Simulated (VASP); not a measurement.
**ZnO: single point with PBEsol**

Crystal: ZnO.

```
CELL_PARAMETERS angstrom
3.25000 0.00000 0.00000
-1.62500 2.81458 0.00000
0.00000 0.00000 5.20500
ATOMIC_POSITIONS crystal
Zn 0.33333 0.66667 0.95588
Zn 0.66667 0.33333 0.45588
O 0.33333 0.66667 0.42612
O 0.66667 0.33333 0.92612
```

This cell differs from its parent crystal: atoms displaced along a vibrational mode.

```yaml
Program: VASP 6.6.1
Task: single point
Functional: PBEsol
Potentials_or_basis: VASP PAW PBE potentials, release 64 (Zn, O)
Cutoff: 520 eV
k_mesh: 9 × 9 × 6
Occupations: gaussian, width 0.01 eV
Spin: no spin polarisation
Dipole_correction: no
Further_INCAR_settings: ALGO = Fast; EDIFF = 1e-07; NBANDS = 26
```

The pressure is 5.1 GPa, the largest force is 0.362 eV/Å and the band gap on the k mesh is 0.80 eV.

Forces on the atoms (eV/Å):
```
Zn   0.000  0.000  0.362
Zn   0.000  0.000  0.362
O    0.000  0.000 -0.362
O    0.000  0.000 -0.362
```

Stress tensor (GPa, compression positive):
```
10.17  0.00  0.00
 0.00 10.17  0.00
 0.00  0.00 -4.98
```

Levels at points of the mesh, in eV from the valence-band top:
| k point | band 15 | band 16 | band 17 | band 18 | band 19 | band 20 | band 21 | band 22 |
| --- | --- | --- | --- | --- | --- | --- | --- | --- |
| (0.00, 0.00, 0.00) | -0.35 | -0.35 | 0.00 | 0.00 | 0.80 | 4.67 | 7.79 | 12.49 |
| (0.00, 0.00, 0.50) | -0.17 | -0.17 | -0.17 | -0.17 | 3.23 | 3.23 | 9.57 | 9.57 |

It took 34 s on 1 thread of AMD EPYC 9R45 (Zen 5), with other jobs on the host, peak memory 0.15 GiB.

Caveat: the cell differs from its parent crystal (atoms displaced along a vibrational mode); the cell stands under pressure; the PAW data sets were made with another functional, which shifts forces and pressure a little; an odd mesh through Γ misses points on the zone boundary, where band edges can lie.
